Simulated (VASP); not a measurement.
# Pd: single point with PBEsol

The system is Pd.

```
Pd
1.0
    -1.36995    1.36995    1.94479
     1.36995   -1.36995    1.94479
     1.36995    1.36995   -1.94479
Pd
1
Direct
  0.00000 0.00000 0.00000
```

```json
{
  "Program": "VASP 6.6.1",
  "Task": "single point",
  "Functional": "PBEsol",
  "Potentials or basis": "VASP PAW PBE potentials, release 64 (Pd)",
  "Cutoff": "500 eV",
  "k mesh": "8 × 8 × 8",
  "Occupations": "gaussian, width 0.1 eV",
  "Spin": "no spin polarisation"
}
```

The pressure is 0.0 GPa and the band gap on the k mesh is zero (band 5 reaches 10.16 eV, above the bottom of band 6 at 8.53 eV).

Stress tensor (GPa, compression positive):
```
 0.04  0.00  0.00
 0.00  0.04  0.00
 0.00  0.00 -0.17
```

Levels at points of the mesh, in eV from the Fermi level:
| k point | band 1 | band 2 | band 3 | band 4 | band 5 | band 6 | band 7 | band 8 | band 9 | band 10 |
| --- | --- | --- | --- | --- | --- | --- | --- | --- | --- | --- |
| (0.00, 0.00, 0.00) | -7.43 | -3.00 | -2.96 | -2.96 | -1.34 | -1.30 | 17.02 | 21.78 | 21.88 | 21.88 |
| (0.50, 0.00, 0.00) | -5.51 | -3.04 | -3.01 | -0.09 | -0.08 | 0.79 | 7.26 | 16.37 | 20.97 | 21.05 |
| (0.50, 0.50, 0.00) | -5.60 | -5.30 | -0.11 | 0.22 | 0.25 | 3.17 | 10.76 | 13.02 | 13.05 | 21.51 |
| (0.50, 0.50, 0.50) | -5.60 | -5.30 | -0.11 | 0.24 | 0.24 | 3.09 | 10.66 | 13.11 | 13.11 | 21.57 |

Wall time 7.3 s on 1 thread of Intel Xeon 6975P-C (shared host), peak memory 0.13 GiB.

Caveat: the k points lie up to 0.41 Å⁻¹ apart; the PAW data sets were made with another functional, which shifts forces and pressure a little.
